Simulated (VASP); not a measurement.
# Si (I4/mmm) in VASP: vibrations by perturbation theory with LDA

Aim: the vibrations by perturbation theory of Si with LDA.

Program: VASP 6.6.1. These are calculated values, not measurements. Logs are shortened: lines on timing, memory, paths and dates and some standing lists are left out, and cuts for length are marked.

### 1 The cell of the first run

Symmetry: I4/mmm, No. 139, tetragonal system. Conventional cell: a = 6.602 Å, b = 6.602 Å, c = 3.817 Å, α = 90.00°, β = 90.00°, γ = 90.00°. Si (site symmetry m2m) has 4 Si at 2.33 to 2.36 Å within 3.1 Å.

### 2 Vibrations by perturbation theory, LDA

INCAR reads:

```
SYSTEM = Si
PREC     = Accurate       ! precision mode
ENCUT    = 520            ! plane-wave cutoff, eV
EDIFF    = 1E-8           ! SCF threshold, eV
ISMEAR   = 0              ! smearing method
SIGMA    = 0.03           ! smearing width, eV
LREAL    = .FALSE.        ! projectors in reciprocal space
LASPH    = .TRUE.         ! aspherical terms in the spheres
NELM     = 60             ! most SCF steps
ALGO     = Normal         ! electronic algorithm
ISIF     = 2              ! what is computed and relaxed
LWAVE    = .FALSE.        ! write WAVECAR
LCHARG   = .FALSE.        ! write CHGCAR
NBANDS   = 16             ! bands
IBRION   = 8              ! ionic algorithm
NSW      = 1              ! ionic steps
```

KPOINTS reads:

```
Automatic mesh
0
G
  10 10 10
  0 0 0
```

POSCAR reads:

```
Si
1.0
   -3.3010168807      3.3010168807      1.9082539665
    3.3010168807     -3.3010168807      1.9082539665
    3.3010168807      3.3010168807     -1.9082539665
Si
4
Direct
    0.1788454376      0.1788454376      0.3576908752
    0.8211545624      0.8211545624      0.6423091248
    0.1788454376      0.8211545624      0.0000000000
    0.8211545624      0.1788454376      0.0000000000
```

Potentials or basis: VASP PAW LDA potentials, release 64 (Si).

Launch:

```sh
> cat potpaw_LDA.64/Si/POTCAR > POTCAR
> mpirun -np 1 vasp_std > vasp.out
```

OUTCAR:

```text
SYSTEM = Si
   PREC = Accurate
   ENCUT = 520
   EDIFF = 1E-8
   ISMEAR = 0
   LREAL = .FALSE.
   LASPH = .TRUE.
   NELM = 60
   ISIF = 2
   IBRION = 8
   NSW = 1

 ion  position               nearest neighbor table
   1  0.179  0.179  0.358-   2 2.33   2 2.33   3 2.36   4 2.36
   2  0.821  0.821  0.642-   1 2.33   1 2.33   4 2.36   3 2.36
   3  0.179  0.821  0.000-   4 2.33   4 2.33   2 2.36   1 2.36
   4  0.821  0.179  0.000-   3 2.33   3 2.33   2 2.36   1 2.36

  LATTYP: Found a body centered tetragonal cell.
 ALAT       =     6.6020337614
 C/A-ratio  =     0.5780806447

  Lattice vectors:

 A1 = (  -3.3010168807,   3.3010168807,   1.9082539665)
 A2 = (   3.3010168807,  -3.3010168807,   1.9082539665)
 A3 = (   3.3010168807,   3.3010168807,  -1.9082539665)

Analysis of symmetry for initial positions (statically):
=====================================================================
 Subroutine PRICEL returns:
 Original cell was already a primitive cell.

 Routine SETGRP: Setting up the symmetry group for a
 body centered tetragonal supercell.

 Subroutine GETGRP returns: Found 16 space group operations
 (whereof 16 operations were pure point group operations)
 out of a pool of 16 trial point group operations.

The static configuration has the point symmetry D_4h.

Analysis of symmetry for dynamics (positions and initial velocities):
=====================================================================
 Subroutine PRICEL returns:
 Original cell was already a primitive cell.

 Routine SETGRP: Setting up the symmetry group for a
 body centered tetragonal supercell.

 Subroutine GETGRP returns: Found 16 space group operations
 (whereof 16 operations were pure point group operations)
 out of a pool of 16 trial point group operations.

The dynamic configuration has the point symmetry D_4h.

 Subroutine INISYM returns: Found 16 space group operations
 (whereof 16 operations are pure point group operations),
 and found     1 'primitive' translations

----------------------------------------------------------------------------------------

                                     Primitive cell

  volume of cell :      83.1748

  direct lattice vectors                    reciprocal lattice vectors
    -3.301016881  3.301016881  1.908253967     0.000000000  0.151468477  0.262019631
     3.301016881 -3.301016881  1.908253967     0.151468477  0.000000000  0.262019631
     3.301016881  3.301016881 -1.908253967     0.151468477  0.151468477  0.000000000

  length of vectors
     5.043298335  5.043298335  5.043298335     0.302649941  0.302649941  0.214208775

  position of ions in fractional coordinates (direct lattice)
     0.178845438  0.178845438  0.357690875
     0.821154562  0.821154562  0.642309125
     0.178845438  0.821154562  0.000000000
     0.821154562  0.178845438  0.000000000

  ion indices of the primitive-cell ions
   primitive index   ion index
                 1           1
                 2           2
                 3           3
                 4           4

----------------------------------------------------------------------------------------

 KPOINTS: Automatic mesh

Automatic generation of k-mesh.
 Grid dimensions read from file:
 generate k-points for:   10   10   10

 Generating k-lattice:

  Cartesian coordinates                     Fractional coordinates (reciprocal lattice)
     0.000000000  0.015146848  0.026201963     0.100000000  0.000000000 -0.000000000
     0.015146848  0.000000000  0.026201963     0.000000000  0.100000000 -0.000000000
     0.015146848  0.015146848  0.000000000     0.000000000  0.000000000  0.100000000

  Length of vectors
     0.030264994  0.030264994  0.021420877
[... 92 lines left out ...]

--------------------------------------- Ionic step        1  -------------------------------------------

 number of electron      16.0000000 magnetization

 Free energy of the ion-electron system (eV)
  ---------------------------------------------------
  ext. energy  EPLUGINS =         0.00000000
  ---------------------------------------------------
  free energy    TOTEN  =       -23.38200604 eV

  energy without entropy =      -23.38200604  energy(sigma->0) =      -23.38200604

 E-fermi :   5.7014     XC(G=0):  -9.3878

 val. band max:        5.6060115224   @ k =   0.5000   0.5000   0.5000
 cond. band min:       5.8027905386   @ k =  -0.1000  -0.2000   0.1000
 fundamental gap:      0.1967790162
 Fermi energy:         5.7013690003

 k-point     1 :       0.0000    0.0000    0.0000
  band No.  band energies     occupation
      1      -6.5919      2.00000
      2      -2.2723      2.00000
      3      -0.0291      2.00000
      4      -0.0291      2.00000
      5       1.7482      2.00000
      6       4.0892      2.00000
[... 433 lines left out ...]
      3      -1.5745      2.00000
      4       0.5055      2.00000
      5       1.2941      2.00000
      6       2.5418      2.00000
[... 8 lines left out ...]
     15      11.7053      0.00000
     16      12.4379      0.00000

 [... further k-points ...]
[... 5 lines left out ...]
  --------------------------------------------------------------------------------------
  -------------------------------------------------------------------------------------
  Total        0.0552061      0.0552061      0.0065513      0.0000000     -0.0000000     -0.0000000
  in kB        1.0634226      1.0634226      0.1261965      0.0000000     -0.0000000     -0.0000000
  external PRESSURE =       0.7510139 kB  Pullay stress =       0.0000000 kB

 VOLUME and BASIS-vectors are now :
 -----------------------------------------------------------------------------
  energy-cutoff  :      520.00
  volume of cell :       83.17
      direct lattice vectors                 reciprocal lattice vectors
    -3.301016881  3.301016881  1.908253967     0.000000000  0.151468477  0.262019631
     3.301016881 -3.301016881  1.908253967     0.151468477  0.000000000  0.262019631
     3.301016881  3.301016881 -1.908253967     0.151468477  0.151468477  0.000000000

 POSITION                                       TOTAL-FORCE (eV/Angst)
 -----------------------------------------------------------------------------------
      1.18074      1.18074      0.00000        -0.001445     -0.001445     -0.000000
      2.12027      2.12027      1.90825         0.001445      0.001445      0.000000
      2.12027     -2.12027      1.90825         0.001445     -0.001445     -0.000000
     -2.12027      2.12027      1.90825        -0.001445      0.001445      0.000000
 -----------------------------------------------------------------------------------
    total drift:                                0.000000      0.000000     -0.000000

  FREE ENERGIE OF THE ION-ELECTRON SYSTEM (eV)
  ---------------------------------------------------
  free  energy   TOTEN  =       -23.3820060447 eV

  energy  without entropy=      -23.3820060418  energy(sigma->0) =      -23.38200604

[... ionic steps 2 to 3 ...]

--------------------------------------- Ionic step        4  -------------------------------------------

------------------------ aborting loop because EDIFF is reached ----------------------------------------

[... ionic steps 5 to 5 ...]

--------------------------------------- Ionic step        6  -------------------------------------------

 Free energy of the ion-electron system (eV)
  ---------------------------------------------------
  ---------------------------------------------------
  free energy    TOTEN  =        -0.01919088 eV

  energy without entropy =       -0.01919088

------------------------ aborting loop because EDIFF is reached ----------------------------------------

 INTERNAL STRAIN TENSOR  FOR ION    1  DIRECTION 3   (eV/Angst):
 -----------------------------------------------------------------------------
    -0.00782  0.00576  7.60606
     0.00576 -0.00782  7.60606
     7.63773  7.63773  0.01794

 INTERNAL STRAIN TENSOR FOR ION    4 for displacements in x,y,z  (eV/Angst):
          X           Y           Z          XY          YZ          ZX
  --------------------------------------------------------------------------------
  x   -13.17513     2.93625     7.18421    -2.78933     0.00000     0.00000
  y    -2.93625    13.17513    -7.18421     2.74344     0.00000     0.00000
  z     0.00000     0.00000     0.00000     0.00000    -7.63773     7.60606

 SECOND DERIVATIVES (NOT SYMMETRIZED)
 ------------------------------------
               1X          1Y          1Z          2X          2Y          2Z          3X          3Y          3Z          4X          4Y          4Z
  1X   -12.691140   -3.120564    0.000000    4.502911    3.119375    0.000000    7.453711    0.116826    0.000000    0.734518   -0.115636    0.000000
  1Y    -3.120564  -12.691140    0.000000    3.119375    4.502911    0.000000   -0.115636    0.734518    0.000000    0.116826    7.453711    0.000000
  1Z     0.000000    0.000000  -13.235766   -0.000000   -0.000000   12.297053    0.000000    0.000000    0.469357    0.000000    0.000000    0.469357
  2X     4.502911    3.119375    0.000000  -12.691140   -3.120564    0.000000    0.734518   -0.115636    0.000000    7.453711    0.116826    0.000000
  2Y     3.119375    4.502911    0.000000   -3.120564  -12.691140    0.000000    0.116826    7.453711    0.000000   -0.115636    0.734518    0.000000
  2Z    -0.000000   -0.000000   12.297053    0.000000    0.000000  -13.235766    0.000000    0.000000    0.469357    0.000000    0.000000    0.469357
  3X     7.453711   -0.116826    0.000000    0.734518    0.115636    0.000000  -12.691140    3.120564    0.000000    4.502911   -3.119375    0.000000
  3Y     0.115636    0.734518    0.000000   -0.116826    7.453711    0.000000    3.120564  -12.691140    0.000000   -3.119375    4.502911    0.000000
  3Z     0.000000    0.000000    0.469357    0.000000    0.000000    0.469357    0.000000   -0.000000  -13.235766   -0.000000    0.000000   12.297053
  4X     0.734518    0.115636    0.000000    7.453711   -0.116826    0.000000    4.502911   -3.119375    0.000000  -12.691140    3.120564    0.000000
  4Y    -0.116826    7.453711    0.000000    0.115636    0.734518    0.000000   -3.119375    4.502911    0.000000    3.120564  -12.691140    0.000000
  4Z     0.000000    0.000000    0.469357    0.000000    0.000000    0.469357   -0.000000    0.000000   12.297053    0.000000   -0.000000  -13.235766

 Eigenvectors and eigenvalues of the dynamical matrix
 ----------------------------------------------------

   1 f  =   16.136135 THz   101.386329 2PiTHz  538.243542 cm-1    66.733664 meV
             X         Y         Z           dx          dy          dz
      1.180744  1.180744  0.000000     0.353553    0.353553    0.000000
      2.120273  2.120273  1.908254    -0.353553   -0.353553   -0.000000
      2.120273 -2.120273  1.908254    -0.353553    0.353553    0.000000
     -2.120273  2.120273  1.908254     0.353553   -0.353553   -0.000000
[... 57 lines left out ...]
  10 f  =    0.000000 THz     0.000002 2PiTHz    0.000009 cm-1     0.000001 meV
             X         Y         Z           dx          dy          dz
      1.180744  1.180744  0.000000     0.000000    0.000000   -0.500000
      2.120273  2.120273  1.908254     0.000000    0.000000   -0.500000
      2.120273 -2.120273  1.908254     0.000000    0.000000   -0.500000
     -2.120273  2.120273  1.908254     0.000000    0.000000   -0.500000

  11 f/i=    0.000867 THz     0.005448 2PiTHz    0.028923 cm-1     0.003586 meV
             X         Y         Z           dx          dy          dz
      1.180744  1.180744  0.000000     0.494532    0.073670    0.000000
      2.120273  2.120273  1.908254     0.494532    0.073670    0.000000
      2.120273 -2.120273  1.908254     0.494543    0.073742    0.000000
     -2.120273  2.120273  1.908254     0.494543    0.073742    0.000000

  12 f/i=    0.000867 THz     0.005448 2PiTHz    0.028923 cm-1     0.003586 meV
             X         Y         Z           dx          dy          dz
      1.180744  1.180744  0.000000     0.073742   -0.494543   -0.000000
      2.120273  2.120273  1.908254     0.073742   -0.494543   -0.000000
      2.120273 -2.120273  1.908254     0.073670   -0.494532   -0.000000
     -2.120273  2.120273  1.908254     0.073670   -0.494532   -0.000000

--------------------------------------------------------------------------------------------------------

 ELASTIC MODULI CONTR FROM IONIC RELAXATION (kBar)
 Direction    XX          YY          ZZ          XY          YZ          ZX
 --------------------------------------------------------------------------------
 XX        -693.4821    423.5145    189.4253      0.0000     -0.0000     -0.0000
 YY         423.5145   -693.4821    189.4253      0.0000      0.0000      0.0000
 ZZ         189.4253    189.4253   -265.8241     -0.0000      0.0000      0.0000
 XY          -0.0000      0.0000      0.0000    -69.6084     -0.0000     -0.0000
 YZ          -0.0000      0.0000      0.0000     -0.0000   -176.0389     -0.0000
 ZX          -0.0000      0.0000      0.0000     -0.0000     -0.0000   -174.5820
 --------------------------------------------------------------------------------
```

Wall time 34 min (1 thread of Intel Xeon 8259CL, shared host); peak memory 0.74 GiB.

What came out:

- Highest phonon frequency at Γ: 538 cm⁻¹

Phonon frequencies in cm⁻¹ (negative: imaginary):
| q point | frequencies |
| --- | --- |
| (0.000, 0.000, 0.000) | 0 0 0 135 197 398 398 405 416 497 497 538 |
